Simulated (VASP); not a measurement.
Runs of VASP 6.6.1 on LiF. The structure is that of space group Fm-3m (No. 225), or close to it. The cells are those of the table. 

```tsv
level	cell	k mesh	smearing	gap on the mesh (eV)
PBE	a = 2.893, b = 2.893, c = 2.821 Å, angles 60.8, 60.8, 58.4°, 2 atoms	10 × 10 × 10	fermi-dirac 0.02 eV	(a)
PBE	a = 2.821, b = 2.828, c = 2.828 Å, angles 59.8, 60.1, 60.1°, 2 atoms	6 × 6 × 6	gaussian 0.01 eV	9.30
PBE	a = 2.821, b = 2.828, c = 2.828 Å, angles 59.8, 60.1, 60.1°, 2 atoms	10 × 10 × 10	fermi-dirac 0.02 eV	9.30
PBE	a = 2.821 Å, angles 60.0°, 2 atoms	10 × 10 × 10	fermi-dirac 0.02 eV	(b)
PBE	a = 2.832, b = 2.832, c = 2.878 Å, angles 59.5, 59.5, 61.1°, 2 atoms	10 × 10 × 10	fermi-dirac 0.02 eV	9.07
r2SCAN	a = 2.821, b = 2.828, c = 2.828 Å, angles 59.8, 60.1, 60.1°, 2 atoms	10 × 10 × 10	gaussian 0.01 eV	10.50
r2SCAN	a = 2.893, b = 2.893, c = 2.821 Å, angles 60.8, 60.8, 58.4°, 2 atoms	10 × 10 × 10	gaussian 0.01 eV	10.00
r2SCAN	a = 2.832, b = 2.832, c = 2.878 Å, angles 59.5, 59.5, 61.1°, 2 atoms	10 × 10 × 10	gaussian 0.01 eV	10.25
```

Alike in all rows: task single point; potentials or basis VASP PAW PBE potentials, release 64 (Li_sv, F); no spin polarisation; cutoff (eV) 520.

**Question.** Fill in the values left out.

**Answer.** (a) 8.84; (b) 9.35.

Caveats: some runs use coarse meshes.

A k mesh can miss the band edges.
